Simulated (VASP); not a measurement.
# AgCl (I4/mmm) in VASP: a series of runs

The runs below take AgCl through single point, with PBEsol.

All numbers are computed with VASP 6.6.1; they aren't measurements. Logs are shortened: lines on timing, memory, paths and dates and some standing lists are left out, and cuts for length are marked.

### 1 The cell of the first run

Symmetry: I4/mmm, No. 139, tetragonal system. Conventional cell: a = 3.863 Å, b = 3.863 Å, c = 5.380 Å, α = 90.00°, β = 90.00°, γ = 90.00°. Within 3.5 Å of Ag (site symmetry 4/mmm) lie 6 Cl at 2.69 to 2.73 Å. Within 3.5 Å of Cl (site symmetry 4/mmm) lie 6 Ag at 2.69 to 2.73 Å.

### 2 Single point, PBEsol (strain -0.015 along x and y, -0.030 along z)

File INCAR:

```
SYSTEM = AgCl
PREC = Accurate
ENCUT = 520
EDIFF = 1E-6
ISMEAR = 0
SIGMA = 0.05
LREAL = .FALSE.
LASPH = .TRUE.
NELM = 60
ALGO = Normal
ISIF = 2
LWAVE = .FALSE.
LCHARG = .FALSE.
GGA = PS
NBANDS = 16
```

File KPOINTS:

```
regular mesh
0
G
  8 8 8
  0 0 0
```

File POSCAR:

```
AgCl
1.0
    0.0000000000      2.7315527500      2.6899555000
    2.7315527500      0.0000000000      2.6899555000
    2.7315527500      2.7315527500      0.0000000000
Ag Cl
1 1
Direct
    0.5000000000      0.5000000000      0.5000000000
    0.0000000000      0.0000000000      0.0000000000
```

Potentials or basis: VASP PAW PBE potentials, release 64 (Ag, Cl).

Command:

```bash
cat potpaw_PBE.64/Ag/POTCAR potpaw_PBE.64/Cl/POTCAR > POTCAR
mpirun -np 1 vasp_std > vasp.out
```

OUTCAR:

```text
SYSTEM = AgCl
   PREC = Accurate
   ENCUT = 520
   EDIFF = 1E-6
   ISMEAR = 0
   LREAL = .FALSE.
   LASPH = .TRUE.
   NELM = 60
   ISIF = 2
   GGA = PS

 ion  position               nearest neighbor table
   1  0.500  0.500  0.500-   2 2.69   2 2.69   2 2.73   2 2.73   2 2.73   2 2.73
   2  0.000  0.000  0.000-   1 2.69   1 2.69   1 2.73   1 2.73   1 2.73   1 2.73

  LATTYP: Found a body centered tetragonal cell.
 ALAT       =     3.8629989454
 C/A-ratio  =     1.3926773152

  Lattice vectors:

 A1 = (   0.0000000000,  -2.7315527500,  -2.6899555000)
 A2 = (   0.0000000000,   2.7315527500,  -2.6899555000)
 A3 = (   2.7315527500,   0.0000000000,   2.6899555000)

Analysis of symmetry for initial positions (statically):
=====================================================================
 Subroutine PRICEL returns:
 Original cell was already a primitive cell.

 Routine SETGRP: Setting up the symmetry group for a
 body centered tetragonal supercell.

 Subroutine GETGRP returns: Found 16 space group operations
 (whereof 16 operations were pure point group operations)
 out of a pool of 16 trial point group operations.

The static configuration has the point symmetry D_4h.

Analysis of symmetry for dynamics (positions and initial velocities):
=====================================================================
 Subroutine PRICEL returns:
 Original cell was already a primitive cell.

 Routine SETGRP: Setting up the symmetry group for a
 body centered tetragonal supercell.

 Subroutine GETGRP returns: Found 16 space group operations
 (whereof 16 operations were pure point group operations)
 out of a pool of 16 trial point group operations.

The dynamic configuration has the point symmetry D_4h.

 Subroutine INISYM returns: Found 16 space group operations
 (whereof 16 operations are pure point group operations),
 and found     1 'primitive' translations

----------------------------------------------------------------------------------------

                                     Primitive cell

  volume of cell :      40.1416

  direct lattice vectors                    reciprocal lattice vectors
     0.000000000  2.731552750  2.689955500    -0.183046072  0.183046072  0.185876681
     2.731552750  0.000000000  2.689955500     0.183046072 -0.183046072  0.185876681
     2.731552750  2.731552750  0.000000000     0.183046072  0.183046072 -0.185876681

  length of vectors
     3.833698086  3.833698086  3.862998945     0.318687730  0.318687730  0.318687730

  position of ions in fractional coordinates (direct lattice)
     0.500000000  0.500000000  0.500000000
     0.000000000  0.000000000  0.000000000

  ion indices of the primitive-cell ions
   primitive index   ion index
                 1           1
                 2           2

----------------------------------------------------------------------------------------

 KPOINTS: regular mesh

Automatic generation of k-mesh.
 Grid dimensions read from file:
 generate k-points for:    8    8    8

 Generating k-lattice:

  Cartesian coordinates                     Fractional coordinates (reciprocal lattice)
    -0.022880759  0.022880759  0.023234585     0.125000000  0.000000000  0.000000000
     0.022880759 -0.022880759  0.023234585     0.000000000  0.125000000  0.000000000
     0.022880759  0.022880759 -0.023234585     0.000000000  0.000000000  0.125000000

  Length of vectors
     0.039835966  0.039835966  0.039835966

  Shift w.r.t. Gamma in fractional coordinates (k-lattice)
     0.000000000  0.000000000  0.000000000

 Subroutine IBZKPT returns following result:
 ===========================================

 Found     59 irreducible k-points:

 Following reciprocal coordinates:
            Coordinates               Weight
  0.000000  0.000000  0.000000      1.000000
  0.125000  0.000000  0.000000      8.000000
  0.250000  0.000000  0.000000      8.000000
  0.375000  0.000000  0.000000      8.000000
  0.500000  0.000000  0.000000      4.000000
  0.125000  0.125000  0.000000      2.000000
[... 16 lines left out ...]
  0.250000  0.000000  0.125000     16.000000
  0.375000  0.000000  0.125000     16.000000
 [... further k-points ...]
   k-points           NKPTS =     59   k-points in BZ     NKDIM =     59   number of bands    NBANDS=     16
   number of dos      NEDOS =    301   number of ions     NIONS =      2
   total plane-waves  NPLWV =  27000
   dimension x,y,z NGX =    30 NGY =   30 NGZ =   30
   dimension x,y,z NGXF=    60 NGYF=   60 NGZF=   60
   ions per type =               1   1
   NGX,Y,Z   is equivalent  to a cutoff of  13.01, 13.01, 12.91 a.u.
   NGXF,Y,Z  is equivalent  to a cutoff of  26.02, 26.02, 25.82 a.u.
 SYSTEM =  AgCl
   PREC   = accura    normal or accurate (medium, high low for compatibility)
   ISTART =      0    job   : 0-new  1-cont  2-samecut
   ICHARG =      2    charge: 1-file 2-atom 10-const
   ISPIN  =      1    spin polarized calculation?
   LNONCOLLINEAR =      F non collinear calculations
   LSORBIT =      F    spin-orbit coupling
   LASPH  =      T    aspherical Exc in radial PAW
   ENCUT  =  520.0 eV  38.22 Ry    6.18 a.u.   7.13  7.13  7.18*2*pi/ulx,y,z
   NELM   =     60;   NELMIN=  2; NELMDL= -5     # of ELM steps
   EDIFF  = 0.1E-05   stopping-criterion for ELM
   LREAL  =      F    real-space projection
   EDIFFG = 0.1E-04   stopping-criterion for IOM
   NSW    =      0    number of steps for IOM
   IBRION =     -1    ionic relax: 0-MD 1-quasi-New 2-CG
   NFREE  =      0    steps in history (QN), initial steepest desc. (CG)
   ISIF   =      2    stress and relaxation
   ISYM   =      2    0-nonsym 1-usesym 2-fastsym
   POTIM  = 0.5000    time-step for ionic-motion
   TEBEG  =    0.0;   TEEND  =   0.0 temperature during run
   PSTRESS=    0.0 pullay stress
   NELECT =      18.0000    total number of electrons
   NUPDOWN=      -1.0000    fix difference up-down
   EMIN   =  10.00;   EMAX   =-10.00  energy-range for DOS
   EFERMI =   0.00;   METHOD = LEGACY
   ISMEAR =     0;   SIGMA  =   0.05  broadening in eV -4-tet -1-fermi 0-gaus
   EFERMI_NEDOS =   21; number of points for ismear=-14 and -15
   IALGO  =     38    algorithm
   IMIX   =      4    mixing-type and parameters
     AMIX     =   0.40;   BMIX     =  1.00
     AMIX_MAG =   1.60;   BMIX_MAG =  1.00
  volume/ion in A,a.u.               =      20.07       135.44
  Fermi-wavevector in a.u.,A,eV,Ry     =   1.253048  2.367917 21.362893  1.570128
  Thomas-Fermi vector in A             =   2.386919
   LORBIT       =      0    0 simple, 1 ext, 2 COOP (PROOUT), +10 PAW based schemes
   GGA     = PS    functional components
   LHFCALC =     F    Hartree Fock is set to
   AEXX    =    0.0000 exact exchange contribution
   IVDW    =     0    specifies the selected vdW correction
   LEPSILON=     F    determine dielectric tensor
   LRPA    =     F    only Hartree local field effects (RPA)
 non-spin polarized calculation
 Gauss-broadening in eV      SIGMA  =   0.05
  energy-cutoff  :      520.00
  volume of cell :       40.14
 maximum number of plane-waves:      1094
 NGX is ok and might be reduce to    30
   NGX = 15   NGY = 15   NGZ = 15

 number of electron      18.0000000 magnetization

 Free energy of the ion-electron system (eV)
  ---------------------------------------------------
  ext. energy  EPLUGINS =         0.00000000
  ---------------------------------------------------
  free energy    TOTEN  =        -6.06009405 eV

  energy without entropy =       -6.06009405  energy(sigma->0) =       -6.06009405

 E-fermi :   4.8062     XC(G=0): -10.5353

 val. band max:        4.5604056936   @ k =   0.5000   0.0000   0.0000
 cond. band min:       5.2332833089   @ k =   0.0000   0.0000   0.0000
 fundamental gap:      0.6728776153
 Fermi energy:         4.8061614377

 k-point     1 :       0.0000    0.0000    0.0000
  band No.  band energies     occupation
      1     -11.0601      2.00000
      2       1.7521      2.00000
      3       1.7521      2.00000
      4       1.7972      2.00000
      5       1.8069      2.00000
      6       1.8139      2.00000
[... 8 lines left out ...]
     15      17.9019      0.00000
     16      17.9019      0.00000

 k-point     2 :       0.1250    0.0000    0.0000
  band No.  band energies     occupation
      1     -10.9876      2.00000
      2       0.9761      2.00000
      3       1.0505      2.00000
      4       1.0777      2.00000
      5       1.8212      2.00000
      6       1.8420      2.00000
[... 8 lines left out ...]
     15      16.6141      0.00000
     16      17.1686      0.00000

 k-point     3 :       0.2500    0.0000    0.0000
  band No.  band energies     occupation
      1     -10.8038      2.00000
      2      -0.1573      2.00000
      3       0.4113      2.00000
      4       0.4552      2.00000
      5       1.9763      2.00000
      6       1.9862      2.00000
[... 8 lines left out ...]
     15      16.7318      0.00000
     16      17.1209      0.00000

 k-point     4 :       0.3750    0.0000    0.0000
  band No.  band energies     occupation
      1     -10.6058      2.00000
      2      -1.0207      2.00000
      3       0.0095      2.00000
      4       0.0590      2.00000
      5       2.1368      2.00000
      6       2.1396      2.00000
[... 8 lines left out ...]
     15      17.5774      0.00000
     16      17.6148      0.00000
[... 324 lines left out ...]
 k-point    22 :       0.1250    0.0000    0.1250
  band No.  band energies     occupation
      1     -10.9683      2.00000
      2       0.4923      2.00000
      3       1.3520      2.00000
      4       1.4080      2.00000
      5       1.6939      2.00000
      6       1.8399      2.00000
[... 8 lines left out ...]
     15      18.2696      0.00000
     16      18.5971      0.00000

 k-point    23 :       0.2500    0.0000    0.1250
  band No.  band energies     occupation
      1     -10.8299      2.00000
      2      -0.1373      2.00000
      3       0.7470      2.00000
      4       0.8508      2.00000
      5       1.7825      2.00000
      6       2.0011      2.00000
[... 8 lines left out ...]
     15      18.0048      0.00000
     16      18.5701      0.00000

 k-point    24 :       0.3750    0.0000    0.1250
  band No.  band energies     occupation
      1     -10.6432      2.00000
      2      -0.7419      2.00000
      3       0.1246      2.00000
      4       0.3068      2.00000
      5       1.9601      2.00000
      6       2.1641      2.00000
[... 8 lines left out ...]
     15      18.2735      0.00000
     16      18.4861      0.00000

 [... further k-points ...]
[... 5 lines left out ...]
  --------------------------------------------------------------------------------------
  -------------------------------------------------------------------------------------
  Total        0.0365268      0.0365268      0.1638973      0.0000000      0.0000000      0.0000000
  in kB        1.4579017      1.4579017      6.5416611      0.0000000      0.0000000      0.0000000
  external PRESSURE =       3.1524881 kB  Pullay stress =       0.0000000 kB

 VOLUME and BASIS-vectors are now :
 -----------------------------------------------------------------------------
  energy-cutoff  :      520.00
  volume of cell :       40.14
      direct lattice vectors                 reciprocal lattice vectors
     0.000000000  2.731552750  2.689955500    -0.183046072  0.183046072  0.185876681
     2.731552750  0.000000000  2.689955500     0.183046072 -0.183046072  0.185876681
     2.731552750  2.731552750  0.000000000     0.183046072  0.183046072 -0.185876681

 POSITION                                       TOTAL-FORCE (eV/Angst)
 -----------------------------------------------------------------------------------
      2.73155      2.73155      2.68996         0.000000      0.000000      0.000000
      0.00000      0.00000      0.00000         0.000000      0.000000     -0.000000
 -----------------------------------------------------------------------------------
    total drift:                                0.000000      0.000000      0.000000

  FREE ENERGIE OF THE ION-ELECTRON SYSTEM (eV)
  ---------------------------------------------------
  free  energy   TOTEN  =        -6.0600940537 eV

  energy  without entropy=       -6.0600940537  energy(sigma->0) =       -6.06009405
```

It took 20 s on 1 thread of Intel Xeon Platinum 8488C (Sapphire Rapids), shared host; peak memory 0.19 GiB.

Results:

```yaml
Free_energy: -6.0601 eV
Pressure: 0.3 GPa
Band_gap_on_the_k_mesh: 0.67 eV, indirect (least direct gap 3.25 eV)
```

Levels at points of the mesh, in eV from the valence-band top:
```csv
k point,band 6,band 7,band 8,band 9,band 10,band 11,band 12,band 13
"(0.00, 0.00, 0.00)",-2.75,-2.68,-2.62,-2.62,0.67,10.66,10.66,10.70
"(0.50, 0.00, 0.00)",-2.35,-2.01,-0.10,0.00,3.81,6.73,7.28,7.44
"(0.50, 0.50, 0.00)",-2.51,-2.22,-2.22,-2.08,2.06,7.65,8.71,11.54
"(0.50, 0.00, 0.50)",-2.54,-2.22,-2.21,-2.09,2.09,7.75,8.56,11.52
```

Caveat: the cell differs from its parent crystal (strain -0.015 along x and y, -0.030 along z); the PAW data sets were made with another functional, which shifts forces and pressure a little. A k mesh can miss the band edges.

### 3 Single point, PBEsol (strain +0.000 along x and y, -0.030 along z)

File INCAR:

```
PREC = Accurate
ENCUT = 520
EDIFF = 1E-6
ISMEAR = 0
SIGMA = 0.05
LREAL = False
LASPH = True
NELM = 80
ALGO = Normal
ISIF = 2
LWAVE = False
LCHARG = True
GGA = PS
LELF = True
LVHAR = True
NBANDS = 16
```

File KPOINTS:

```
Automatic mesh
0
Gamma
  8 8 8
```

File POSCAR:

```
AgCl
1.0
    0.0000000000      2.7731500000      2.6899555000
    2.7731500000      0.0000000000      2.6899555000
    2.7731500000      2.7731500000      0.0000000000
Ag Cl
1 1
Direct
    0.5000000000      0.5000000000      0.5000000000
    0.0000000000      0.0000000000      0.0000000000
```

Potentials or basis: VASP PAW PBE potentials, release 64 (Ag, Cl).

Command:

```bash
cat potpaw_PBE.64/Ag/POTCAR potpaw_PBE.64/Cl/POTCAR > POTCAR
mpirun -np 1 vasp_std > vasp.out
```

OUTCAR:

```text
PREC = Accurate
   ENCUT = 520
   EDIFF = 1E-6
   ISMEAR = 0
   LREAL = False
   LASPH = True
   NELM = 80
   ISIF = 2
   GGA = PS

 ion  position               nearest neighbor table
   1  0.500  0.500  0.500-   2 2.69   2 2.69   2 2.77   2 2.77   2 2.77   2 2.77
   2  0.000  0.000  0.000-   1 2.69   1 2.69   1 2.77   1 2.77   1 2.77   1 2.77

  LATTYP: Found a body centered tetragonal cell.
 ALAT       =     3.9218263405
 C/A-ratio  =     1.3717871555

  Lattice vectors:

 A1 = (   0.0000000000,  -2.7731500000,  -2.6899555000)
 A2 = (   0.0000000000,   2.7731500000,  -2.6899555000)
 A3 = (   2.7731500000,   0.0000000000,   2.6899555000)

Analysis of symmetry for initial positions (statically):
=====================================================================
 Subroutine PRICEL returns:
 Original cell was already a primitive cell.

 Routine SETGRP: Setting up the symmetry group for a
 body centered tetragonal supercell.

 Subroutine GETGRP returns: Found 16 space group operations
 (whereof 16 operations were pure point group operations)
 out of a pool of 16 trial point group operations.

[... 162 lines left out ...]

 E-fermi :   4.4350     XC(G=0): -10.3742

 val. band max:        4.2023285252   @ k =   0.5000   0.0000   0.0000
 cond. band min:       4.8377542941   @ k =   0.0000   0.0000   0.0000
 fundamental gap:      0.6354257689
 Fermi energy:         4.4349739624

 k-point     1 :       0.0000    0.0000    0.0000
  band No.  band energies     occupation
      1     -11.2505      2.00000
      2       1.4707      2.00000
      3       1.4707      2.00000
      4       1.5317      2.00000
      5       1.5454      2.00000
      6       1.5535      2.00000
[... 433 lines left out ...]
      3      -0.0902      2.00000
      4       0.1047      2.00000
      5       1.6781      2.00000
      6       1.8664      2.00000
[... 8 lines left out ...]
     15      17.7753      0.00000
     16      18.0307      0.00000

 [... further k-points ...]

------------------------ aborting loop because EDIFF is reached ----------------------------------------

  FORCE on cell =-STRESS in cart. coord.  units (eV):
  Direction    XX          YY          ZZ          XY          YZ          ZX
  --------------------------------------------------------------------------------------
  -------------------------------------------------------------------------------------
  Total       -0.3841894     -0.3841894     -0.2041483      0.0000000      0.0000000     -0.0000000
  in kB      -14.8776420    -14.8776420     -7.9055948      0.0000000      0.0000000     -0.0000000
  external PRESSURE =     -12.5536262 kB  Pullay stress =       0.0000000 kB

 VOLUME and BASIS-vectors are now :
 -----------------------------------------------------------------------------
  energy-cutoff  :      520.00
  volume of cell :       41.37
      direct lattice vectors                 reciprocal lattice vectors
     0.000000000  2.773150000  2.689955500    -0.180300380  0.180300380  0.185876681
     2.773150000  0.000000000  2.689955500     0.180300380 -0.180300380  0.185876681
     2.773150000  2.773150000  0.000000000     0.180300380  0.180300380 -0.185876681

 POSITION                                       TOTAL-FORCE (eV/Angst)
 -----------------------------------------------------------------------------------
      2.77315      2.77315      2.68996         0.000000      0.000000      0.000000
      0.00000      0.00000      0.00000         0.000000      0.000000      0.000000
 -----------------------------------------------------------------------------------
    total drift:                                0.000000      0.000000      0.000000

  FREE ENERGIE OF THE ION-ELECTRON SYSTEM (eV)
  ---------------------------------------------------
  free  energy   TOTEN  =        -6.0553318543 eV

  energy  without entropy=       -6.0553318543  energy(sigma->0) =       -6.05533185
```

stdout:

```text
POSCAR found type information on POSCAR AgCl
 POSCAR found :  2 types and       2 ions
 scaLAPACK will be used
 -----------------------------------------------------------------------------
|                                                                             |
|                                                                             |
|     You enforced a specific xc type in the INCAR file but a different       |
|     I HOPE YOU KNOW WHAT YOU ARE DOING!                                     |
|                                                                             |
 -----------------------------------------------------------------------------

 LDA part: xc-table for (Slater+PW92), standard interpolation
 POSCAR, INCAR and KPOINTS ok, starting setup
 FFT: planning ... GRIDC
 FFT: planning ... GRID_SOFT
 FFT: planning ... GRID
 WAVECAR not read
 entering main loop
```

It took 21 s on 1 thread of Intel Xeon Platinum 8488C (Sapphire Rapids), shared host; peak memory 0.19 GiB.

What came out:

```yaml
Free_energy: -6.0553 eV
Pressure: -1.3 GPa
Band_gap_on_the_k_mesh: 0.64 eV, indirect (least direct gap 3.15 eV)
```

Caveat: the cell differs from its parent crystal (strain +0.000 along x and y, -0.030 along z); the PAW data sets were made with another functional, which shifts forces and pressure a little.
